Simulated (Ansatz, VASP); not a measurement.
## SiC: VASP beside Ansatz

Contents of INCAR:

```
  PREC = Accurate
  ENCUT = 520
  EDIFF = 1E-7
  ISMEAR = 0
  SIGMA = 0.05
  LREAL = F
  LASPH = T
  NELM = 100
  ALGO = Normal
  ISIF = 2
  LWAVE = F
  LCHARG = T
  GGA = PE
  LELF = T
  LVHAR = T
  NBANDS = 26
```

KPOINTS

```
Automatic mesh
0
Gamma
  12 12 4
```

The input POSCAR:

```
SiC
1.0
    3.0940652517      0.0000000000      0.0000000000
   -1.5470326258      2.6795391090      0.0000000000
    0.0000000000      0.0000000000     10.6694000000
Si C
4 4
Direct
    0.6666666667      0.3333333333      0.9378436843
    0.3333333333      0.6666666667      0.4378436843
    0.0000000000      0.0000000000      0.6878989045
    0.0000000000      0.0000000000      0.1878989045
    0.6666666667      0.3333333333      0.7498087506
    0.3333333333      0.6666666667      0.2498087506
    0.0000000000      0.0000000000      0.5004476606
    0.0000000000      0.0000000000      0.0004476606
```

Input for Ansatz:

```yaml
crystal:
  lattice:
    - [3.0940652517, 0.0, 0.0]
    - [-1.5470326258, 2.679539109, 0.0]
    - [0.0, 0.0, 10.6694]
  atoms:
    - { symbol: Si, position: [0.6666666667, 0.3333333333, 0.9378436843] }
    - { symbol: Si, position: [0.3333333333, 0.6666666667, 0.4378436843] }
    - { symbol: Si, position: [0.0, 0.0, 0.6878989045] }
    - { symbol: Si, position: [0.0, 0.0, 0.1878989045] }
    - { symbol: C, position: [0.6666666667, 0.3333333333, 0.7498087506] }
    - { symbol: C, position: [0.3333333333, 0.6666666667, 0.2498087506] }
    - { symbol: C, position: [0.0, 0.0, 0.5004476606] }
    - { symbol: C, position: [0.0, 0.0, 0.0004476606] }
basis:
  ecutwfc: 520.0
kpoints:
  mp_grid: { grid: [12, 12, 4] }
hamiltonian:
  xc: pbe
  pseudopotentials: { kind: paw, azcp: { folder: soft_1 } }
scf:
  occupations: { method: gaussian, width: 0.05 }
output:
  forces: true
  stress: true
  eigenvalues: true
```

Alike in both runs: task single point; functional PBE; k mesh 12 × 12 × 4; occupations gaussian, width 0.05 eV; no spin polarisation.

```csv
,VASP,Ansatz
version,VASP 6.6.1,Ansatz 0.2.0
potentials or method,"VASP PAW PBE potentials, release 64 (Si, C), cutoff 520 eV","scalar-relativistic, plane waves, PAW"
valence electrons in the cell,32,32
```

|  | VASP | Ansatz | Ansatz less VASP |
| --- | --- | --- | --- |
| gap on the k mesh at the Fermi level (eV) | 1.96 | 1.96 | +0.003 |
| least direct gap on the mesh (eV) | 3.21 | 3.21 | +0.005 |
| pressure (GPa) | -9.2 | -9.2 | +0.01 |
| traceless stress, the component that is largest in VASP (GPa) | -15.43 | -15.36 | +0.070 |
| rms of the force components (eV/Å) | 0.111 | 0.110 | -0.0002 |

Atom by atom the forces differ by 0.000 eV/Å (rms over components).
